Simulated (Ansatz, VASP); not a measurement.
Ge in VASP and in Ansatz

File INCAR:

```
SYSTEM = Ge
PREC = Accurate
ENCUT = 520
EDIFF = 1E-6
ISMEAR = -1
SIGMA = 0.1
LREAL = .False.
LASPH = .True.
NELM = 100
ALGO = Normal
ISIF = 2
LWAVE = .False.
LCHARG = .False.
GGA = CA
NBANDS = 13
```

File KPOINTS:

```
Automatic mesh
0
Gamma
  18 18 18
  0 0 0
```

File POSCAR:

```
Ge
1.0
   -1.3502755144      1.3502755144      1.3502755144
    1.3502755144     -1.3502755144      1.3502755144
    1.3502755144      1.3502755144     -1.3502755144
Ge
1
Direct
    0.0000000000      0.0000000000      0.0000000000
```

Input for Ansatz:

```yaml
crystal:
  lattice:
    - [-1.3502755144, 1.3502755144, 1.3502755144]
    - [1.3502755144, -1.3502755144, 1.3502755144]
    - [1.3502755144, 1.3502755144, -1.3502755144]
  atoms:
    - { symbol: Ge, position: [0.0, 0.0, 0.0] }
kpoints:
  mp_grid: { grid: [18, 18, 18] }
scf:
  occupations: { method: fermi_dirac, width: 0.1 }
hamiltonian:
  xc: lda
  pseudopotentials: { kind: all_electron, lapw: { basis_error: 0.001 } }
output:
  forces: true
  stress: true
  eigenvalues: true
  populations: true
```

Change from the starting cell: volume scaled by 0.55, LAPW.

Alike in both runs: task single point; functional LDA; k mesh 18 × 18 × 18; occupations fermi-dirac, width 0.1 eV; no spin polarisation.

|  | VASP | Ansatz |
| --- | --- | --- |
| version | VASP 6.6.1 | Ansatz 0.2.0 |
| potentials or method | VASP PAW LDA potentials, release 64 (Ge_d), cutoff 520 eV | all-electron LAPW, scalar-relativistic |

|  | VASP | Ansatz | Ansatz less VASP |
| --- | --- | --- | --- |
| pressure (GPa) | 183.0 | 181.2 | -1.79 |

LDA's correlation is that of Perdew and Zunger in VASP and of Perdew and Wang (1992) in Ansatz. Both programs put the cell under a high pressure, so it lies far from rest at this level. Ansatz ran all-electron here, and VASP with PAW potentials.

Noted on VASP's run: the cell as given lies far from equilibrium.
